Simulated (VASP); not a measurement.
# Pt in VASP: notebook

Pt is run at these levels: PBE; tasks: single point.

Program: VASP 6.6.1. These are calculated values, not measurements. Logs are shortened: lines on timing, memory, paths and dates and some standing lists are left out, and cuts for length are marked.

## Step 1: The cell of the first run

The cell holds a slab with vacuum, 4 atoms: a = 2.773 Å, b = 2.773 Å, c = 21.883 Å, α = 90.00°, β = 90.00°, γ = 90.00°.

## Step 2: Single point, PBE

Input file INCAR:

```
SYSTEM = Pt
ALGO = Normal
DIPOL = 0.5 0.5 0.500
EDIFF = 1E-7
ENCUT = 520
GGA = PE
IDIPOL = 3
ISIF = 2
ISMEAR = 1
LASPH = .True.
LCHARG = .True.
LDIPOL = .True.
LELF = .True.
LREAL = .False.
LVACPOTAV = .True.
LVHAR = .True.
LWAVE = .False.
NBANDS = 28
NELM = 60
PREC = Accurate
SIGMA = 0.1
```

Input file KPOINTS:

```
k-points
0
Gamma
  7 7 1
  0 0 0
```

Input file POSCAR:

```
Pt
1.0
    2.7731313745      0.0000000000      0.0000000000
    0.0000000000      2.7731313745      0.0000000000
    0.0000000000      0.0000000000     21.8827000000
Pt
4
Direct
    0.0000000000      0.0000000000      0.3655855996
    0.5000000000      0.5000000000      0.4551951999
    1.0000000000      1.0000000000      0.5448048001
    0.5000000000      0.5000000000      0.6344144004
```

Potentials or basis: VASP PAW PBE potentials, release 64 (Pt).

Run with:

```sh
cat potpaw_PBE.64/Pt/POTCAR > POTCAR
mpirun -np 1 vasp_std > vasp.out
```

OUTCAR:

```text
SYSTEM = Pt
   EDIFF = 1E-7
   ENCUT = 520
   GGA = PE
   ISIF = 2
   ISMEAR = 1
   LASPH = .True.
   LREAL = .False.
   NELM = 60
   PREC = Accurate

 ion  position               nearest neighbor table
   1  0.000  0.000  0.366-   2 2.77   2 2.77   2 2.77   2 2.77
   2  0.500  0.500  0.455-   3 2.77   3 2.77   3 2.77   3 2.77   1 2.77   1 2.77   1 2.77   1 2.77

   3  0.000  0.000  0.545-   2 2.77   2 2.77   2 2.77   2 2.77   4 2.77   4 2.77   4 2.77   4 2.77

   4  0.500  0.500  0.634-   3 2.77   3 2.77   3 2.77   3 2.77

  LATTYP: Found a simple tetragonal cell.
 ALAT       =     2.7731313745
 C/A-ratio  =     7.8909712685

  Lattice vectors:

 A1 = (   2.7731313745,   0.0000000000,   0.0000000000)
 A2 = (   0.0000000000,   2.7731313745,   0.0000000000)
 A3 = (   0.0000000000,   0.0000000000,  21.8827000000)

Analysis of symmetry for initial positions (statically):
=====================================================================
 Subroutine PRICEL returns:
 Original cell was already a primitive cell.

 Routine SETGRP: Setting up the symmetry group for a
 simple tetragonal supercell.

 Subroutine GETGRP returns: Found 16 space group operations
 (whereof  8 operations were pure point group operations)
 out of a pool of 16 trial point group operations.

The static configuration has the point symmetry C_4v.
 The point group associated with its full space group is D_4h.

Analysis of symmetry for dynamics (positions and initial velocities):
=====================================================================
 Subroutine PRICEL returns:
 Original cell was already a primitive cell.

 Routine SETGRP: Setting up the symmetry group for a
 simple tetragonal supercell.

 Subroutine GETGRP returns: Found 16 space group operations
 (whereof  8 operations were pure point group operations)
 out of a pool of 16 trial point group operations.

The dynamic configuration has the point symmetry C_4v.
 The point group associated with its full space group is D_4h.

 Subroutine INISYM returns: Found 16 space group operations
 (whereof  8 operations are pure point group operations),
 and found     1 'primitive' translations

----------------------------------------------------------------------------------------

                                     Primitive cell

  volume of cell :     168.2836

  direct lattice vectors                    reciprocal lattice vectors
     2.773131375  0.000000000  0.000000000     0.360603183  0.000000000  0.000000000
     0.000000000  2.773131375  0.000000000     0.000000000  0.360603183  0.000000000
     0.000000000  0.000000000 21.882700000     0.000000000  0.000000000  0.045698200

  length of vectors
     2.773131375  2.773131375 21.882700000     0.360603183  0.360603183  0.045698200

  position of ions in fractional coordinates (direct lattice)
     0.000000000  0.000000000  0.365585600
     0.500000000  0.500000000  0.455195200
     0.000000000  0.000000000  0.544804800
     0.500000000  0.500000000  0.634414400

  ion indices of the primitive-cell ions
   primitive index   ion index
                 1           1
                 2           2
                 3           3
                 4           4

----------------------------------------------------------------------------------------

 KPOINTS: k-points

Automatic generation of k-mesh.
 Grid dimensions read from file:
 generate k-points for:    7    7    1

 Generating k-lattice:

  Cartesian coordinates                     Fractional coordinates (reciprocal lattice)
     0.051514740  0.000000000  0.000000000     0.142857143  0.000000000  0.000000000
     0.000000000  0.051514740  0.000000000     0.000000000  0.142857143  0.000000000
     0.000000000  0.000000000  0.045698200     0.000000000  0.000000000  1.000000000

  Length of vectors
     0.051514740  0.051514740  0.045698200

  Shift w.r.t. Gamma in fractional coordinates (k-lattice)
     0.000000000  0.000000000  0.000000000

 Subroutine IBZKPT returns following result:
 ===========================================

 Found     10 irreducible k-points:

 Following reciprocal coordinates:
            Coordinates               Weight
  0.000000  0.000000  0.000000      1.000000
  0.142857  0.000000  0.000000      4.000000
  0.285714  0.000000  0.000000      4.000000
  0.428571  0.000000  0.000000      4.000000
  0.142857  0.142857  0.000000      4.000000
  0.285714  0.142857  0.000000      8.000000
  0.428571  0.142857  0.000000      8.000000
  0.285714  0.285714  0.000000      4.000000
  0.428571  0.285714  0.000000      8.000000
  0.428571  0.428571  0.000000      4.000000
   k-points           NKPTS =     10   k-points in BZ     NKDIM =     10   number of bands    NBANDS=     28
   number of dos      NEDOS =    301   number of ions     NIONS =      4
   total plane-waves  NPLWV =  96768
   dimension x,y,z NGX =    24 NGY =   24 NGZ =  168
   dimension x,y,z NGXF=    48 NGYF=   48 NGZF=  336
   ions per type =               4
   NGX,Y,Z   is equivalent  to a cutoff of  14.39, 14.39, 12.76 a.u.
   NGXF,Y,Z  is equivalent  to a cutoff of  28.78, 28.78, 25.53 a.u.
 SYSTEM =  Pt
   PREC   = accura    normal or accurate (medium, high low for compatibility)
   ISTART =      0    job   : 0-new  1-cont  2-samecut
   ICHARG =      2    charge: 1-file 2-atom 10-const
   ISPIN  =      1    spin polarized calculation?
   LNONCOLLINEAR =      F non collinear calculations
   LSORBIT =      F    spin-orbit coupling
   LASPH  =      T    aspherical Exc in radial PAW
   ENCUT  =  520.0 eV  38.22 Ry    6.18 a.u.   5.16  5.16 40.69*2*pi/ulx,y,z
   NELM   =     60;   NELMIN=  2; NELMDL= -5     # of ELM steps
   EDIFF  = 0.1E-06   stopping-criterion for ELM
   LREAL  =      F    real-space projection
   EDIFFG = 0.1E-05   stopping-criterion for IOM
   NSW    =      0    number of steps for IOM
   IBRION =     -1    ionic relax: 0-MD 1-quasi-New 2-CG
   NFREE  =      0    steps in history (QN), initial steepest desc. (CG)
   ISIF   =      2    stress and relaxation
   ISYM   =      2    0-nonsym 1-usesym 2-fastsym
   POTIM  = 0.5000    time-step for ionic-motion
   TEBEG  =    0.0;   TEEND  =   0.0 temperature during run
   PSTRESS=    0.0 pullay stress
   NELECT =      40.0000    total number of electrons
   NUPDOWN=      -1.0000    fix difference up-down
   EMIN   =  10.00;   EMAX   =-10.00  energy-range for DOS
   EFERMI =   0.00;   METHOD = LEGACY
   ISMEAR =     1;   SIGMA  =   0.10  broadening in eV -4-tet -1-fermi 0-gaus
   EFERMI_NEDOS =   21; number of points for ismear=-14 and -15
   IALGO  =     38    algorithm
   IMIX   =      4    mixing-type and parameters
     AMIX     =   0.40;   BMIX     =  1.00
     AMIX_MAG =   1.60;   BMIX_MAG =  1.00
  volume/ion in A,a.u.               =      42.07       283.91
  Fermi-wavevector in a.u.,A,eV,Ry     =   1.014100  1.916372 13.992223  1.028399
  Thomas-Fermi vector in A             =   2.147308
   LORBIT       =      0    0 simple, 1 ext, 2 COOP (PROOUT), +10 PAW based schemes
   GGA     = PE    functional components
   LHFCALC =     F    Hartree Fock is set to
   AEXX    =    0.0000 exact exchange contribution
   IVDW    =     0    specifies the selected vdW correction
   LEPSILON=     F    determine dielectric tensor
   LRPA    =     F    only Hartree local field effects (RPA)
 non-spin polarized calculation
 Methfessel and Paxton  Order N= 1 SIGMA  =   0.10
  energy-cutoff  :      520.00
  volume of cell :      168.28
 maximum number of plane-waves:      4577
 NGX is ok and might be reduce to    24

 dipolmoment           0.000000      0.000000      0.000000 electrons x Angstroem

 number of electron      39.9999995 magnetization

 dipolmoment           0.000000      0.000000     -0.000000 electrons x Angstroem

 Free energy of the ion-electron system (eV)
  ---------------------------------------------------
  ext. energy  EPLUGINS =         0.00000000
  ---------------------------------------------------
  free energy    TOTEN  =       -22.65166021 eV

  energy without entropy =      -22.64510468  energy(sigma->0) =      -22.64947504

 E-fermi :   0.3776     XC(G=0):  -5.7134

 val. band max:        0.3561363978   @ k =   0.4286   0.2857   0.0000
 cond. band min:       0.3971761980   @ k =   0.4286   0.0000   0.0000
 fundamental gap:      0.0410398003
 Fermi energy:         0.3776497246

 k-point     1 :       0.0000    0.0000    0.0000
  band No.  band energies     occupation
      1      -9.1115      2.00000
      2      -7.3087      2.00000
      3      -6.1974      2.00000
      4      -5.9353      2.00000
      5      -5.7964      2.00000
      6      -5.0227      2.00000
[... 20 lines left out ...]
     27       6.0094      0.00000
     28       7.1388      0.00000

 k-point     2 :       0.1429    0.0000    0.0000
  band No.  band energies     occupation
      1      -8.6100      2.00000
      2      -6.9187      2.00000
      3      -5.8815      2.00000
      4      -5.5437      2.00000
      5      -5.4878      2.00000
      6      -4.6610      2.00000
[... 20 lines left out ...]
     27       6.3855      0.00000
     28       7.5861      0.00000

 k-point     3 :       0.2857    0.0000    0.0000
  band No.  band energies     occupation
      1      -7.4113      2.00000
      2      -6.4406      2.00000
      3      -5.4139      2.00000
      4      -5.3392      2.00000
      5      -4.4477      2.00000
      6      -3.5483      2.00000
[... 20 lines left out ...]
     27       7.5844      0.00000
     28       7.6361      0.00000

 k-point     4 :       0.4286    0.0000    0.0000
  band No.  band energies     occupation
      1      -6.5590      2.00000
      2      -6.4295      2.00000
      3      -5.2869      2.00000
      4      -5.0264      2.00000
      5      -3.8852      2.00000
      6      -3.5525      2.00000
[... 20 lines left out ...]
     27       7.7915      0.00000
     28       8.4057      0.00000

 k-point     5 :       0.1429    0.1429    0.0000
  band No.  band energies     occupation
      1      -8.1115      2.00000
      2      -6.4655      2.00000
      3      -5.4474      2.00000
      4      -5.3091      2.00000
      5      -4.9527      2.00000
      6      -4.5735      2.00000
[... 20 lines left out ...]
     27       6.7718      0.00000
     28       8.0445      0.00000

 k-point     6 :       0.2857    0.1429    0.0000
  band No.  band energies     occupation
      1      -6.9429      2.00000
      2      -5.9298      2.00000
      3      -4.9843      2.00000
      4      -4.8935      2.00000
      5      -4.4363      2.00000
      6      -4.0851      2.00000
[... 20 lines left out ...]
     27       8.0546      0.00000
     28       8.1040      0.00000

 k-point     7 :       0.4286    0.1429    0.0000
  band No.  band energies     occupation
      1      -6.1301      2.00000
      2      -6.0088      2.00000
      3      -5.1071      2.00000
      4      -4.7206      2.00000
      5      -4.2989      2.00000
      6      -3.7771      2.00000
[... 20 lines left out ...]
     27       7.8036      0.00000
     28       8.5873      0.00000

 k-point     8 :       0.2857    0.2857    0.0000
  band No.  band energies     occupation
      1      -6.0684      2.00000
      2      -5.0526      2.00000
      3      -4.9352      2.00000
      4      -4.8801      2.00000
      5      -4.8598      2.00000
      6      -4.0254      2.00000
[... 20 lines left out ...]
     27       8.6445      0.00000
     28       9.3135      0.00000

 k-point     9 :       0.4286    0.2857    0.0000
  band No.  band energies     occupation
      1      -5.7035      2.00000
      2      -5.4914      2.00000
      3      -5.3812      2.00000
      4      -5.3717      2.00000
      5      -4.4963      2.00000
      6      -4.2355      2.00000
[... 20 lines left out ...]
     27       8.2282      0.00000
     28       9.3010      0.00000

 k-point    10 :       0.4286    0.4286    0.0000
  band No.  band energies     occupation
      1      -6.0573      2.00000
      2      -5.9982      2.00000
      3      -5.6511      2.00000
      4      -5.6470      2.00000
      5      -4.6777      2.00000
      6      -4.6307      2.00000
[... 20 lines left out ...]
     27       9.7322      0.00000
     28       9.7783      0.00000

------------------------ aborting loop because EDIFF is reached ----------------------------------------

  FORCE on cell =-STRESS in cart. coord.  units (eV):
  Direction    XX          YY          ZZ          XY          YZ          ZX
  --------------------------------------------------------------------------------------
  -------------------------------------------------------------------------------------
  Total       -1.4608139     -1.4608139      0.9298877      0.0000000      0.0000000      0.0000000
  in kB      -13.9079679    -13.9079679      8.8531803      0.0000000      0.0000000      0.0000000
  external PRESSURE =      -6.3209185 kB  Pullay stress =       0.0000000 kB

 VOLUME and BASIS-vectors are now :
 -----------------------------------------------------------------------------
  energy-cutoff  :      520.00
  volume of cell :      168.28
      direct lattice vectors                 reciprocal lattice vectors
     2.773131375  0.000000000  0.000000000     0.360603183  0.000000000  0.000000000
     0.000000000  2.773131375  0.000000000     0.000000000  0.360603183  0.000000000
     0.000000000  0.000000000 21.882700000     0.000000000  0.000000000  0.045698200

 POSITION                                       TOTAL-FORCE (eV/Angst)
 -----------------------------------------------------------------------------------
      0.00000      0.00000      8.00000         0.000000     -0.000000     -0.127026
      1.38657      1.38657      9.96090        -0.000000      0.000000     -0.119956
      0.00000      0.00000     11.92180         0.000000     -0.000000      0.119956
      1.38657      1.38657     13.88270         0.000000      0.000000      0.127026
 -----------------------------------------------------------------------------------
    total drift:                                0.000000     -0.000000     -0.000000

  FREE ENERGIE OF THE ION-ELECTRON SYSTEM (eV)
  ---------------------------------------------------
  free  energy   TOTEN  =       -22.6516602147 eV

  energy  without entropy=      -22.6451046825  energy(sigma->0) =      -22.64947504

 vacuum level on the upper side and lower side of the slab         6.026         6.026
```

It took 2.6 min on 1 thread of AMD EPYC 7R13, shared host; peak memory 0.26 GiB.

What came out:

```yaml
Free_energy: -22.6517 eV
Largest_force: 0.127 eV/Å
Band_gap_on_the_k_mesh: zero (band 20 reaches 1.04 eV, above the bottom of band 21 at -0.21 eV)
```

Forces on the atoms (eV/Å):
```
Pt   0.000  0.000 -0.127
Pt   0.000  0.000 -0.120
Pt   0.000  0.000  0.120
Pt   0.000  0.000  0.127
```

Levels at points of the mesh, in eV from the Fermi level:
```tsv
k point	band 18	band 19	band 20	band 21	band 22	band 23
(0.00, 0.00, 0.00)	-0.69	-0.69	-0.07	0.11	0.24	0.24
```

Caveat: spin-orbit coupling is left out, which moves the levels of the heavy elements.

## Step 3: Single point, PBE

This run uses another cell than the first one: it holds 6 atoms, not 4.

Input file INCAR:

```
PREC     = Accurate       # precision mode
ENCUT    = 520            # plane-wave cutoff, eV
EDIFF    = 1E-6           # SCF threshold, eV
ISMEAR   = 1              # smearing method
SIGMA    = 0.1            # smearing width, eV
LREAL    = F              # projectors in reciprocal space
LASPH    = T              # aspherical terms in the spheres
NELM     = 100            # most SCF steps
ALGO     = Normal         # electronic algorithm
ISIF     = 2              # what is computed and relaxed
LWAVE    = F              # write WAVECAR
LCHARG   = F              # write CHGCAR
LDIPOL   = T            
IDIPOL   = 3            
DIPOL    = 0.5 0.5 0.500
GGA      = PE             # functional
NBANDS   = 39             # bands
```

Input file KPOINTS:

```
Automatic mesh
0
Gamma
  7 7 1
```

Input file POSCAR:

```
Pt
1.0
    2.7731313745      0.0000000000      0.0000000000
    0.0000000000      2.7731313745      0.0000000000
    0.0000000000      0.0000000000     25.8045000000
Pt
6
Direct
    0.0000000000      0.0000000000      0.3100234455
    0.5000000000      0.5000000000      0.3860140673
    1.0000000000      1.0000000000      0.4620046891
    0.5000000000      0.5000000000      0.5379953109
    1.0000000000      1.0000000000      0.6139859327
    0.5000000000      0.5000000000      0.6899765545
```

Potentials or basis: VASP PAW PBE potentials, release 64 (Pt).

Run with:

```sh
cat potpaw_PBE.64/Pt/POTCAR > POTCAR
mpirun -np 1 vasp_std > vasp.out
```

Run time: 4.1 min. Hardware: 1 thread of AMD EPYC 7R13, shared host; peak memory 0.3 GiB.

Results (log left out):

| Quantity | Value |
| --- | --- |
| Free energy | -34.8265 eV |
| Largest force | 0.203 eV/Å |
| Band gap on the k mesh | zero (band 30 reaches 2.75 eV, above the bottom of band 31 at 1.69 eV) |

Forces in eV/Å, atoms in the order of the input:
```
Pt   0.000  0.000 -0.203
Pt   0.000  0.000 -0.173
Pt   0.000  0.000 -0.013
Pt   0.000  0.000  0.013
Pt   0.000  0.000  0.173
Pt   0.000  0.000  0.203
```

Levels at points of the mesh, in eV from the Fermi level:
```csv
k point,band 26,band 27,band 28,band 29,band 30,band 31,band 32,band 33,band 34,band 35
"(0.00, 0.00, 0.00)",-1.13,-1.12,-0.84,-0.39,-0.21,-0.21,0.02,0.07,0.32,0.32
```

Caveat: spin-orbit coupling is left out, which moves the levels of the heavy elements.
